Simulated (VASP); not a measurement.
A run of VASP 6.6.1 is set up as follows.

Contents of INCAR:

```
SYSTEM = V
  ALGO = Normal
  EDIFF = 1E-6
  ENCUT = 520
  GGA = PE
  ISIF = 2
  ISMEAR = -1
  LASPH = .TRUE.
  LCHARG = .FALSE.
  LREAL = .FALSE.
  LWAVE = .FALSE.
  NBANDS = 12
  NELM = 100
  PREC = Accurate
  SIGMA = 0.06122561905347299
```

Contents of KPOINTS:

```
k-points
0
G
  25 25 25
  0 0 0
```

POSCAR

```
V
1.0
    0.0000000000      1.8829168543      1.8829168543
    1.8829168543      0.0000000000      1.8829168543
    1.8829168543      1.8829168543      0.0000000000
V
1
Direct
    0.0000000000      0.0000000000      0.0000000000
```

Potentials or basis: VASP PAW PBE potentials, release 64 (V_sv).

Launch:

```sh
$ cat potpaw_PBE.64/V_sv/POTCAR > POTCAR
$ mpirun -np 1 vasp_std > vasp.out
```

Question: Estimate the pressure.

Answer: 7.9 GPa.
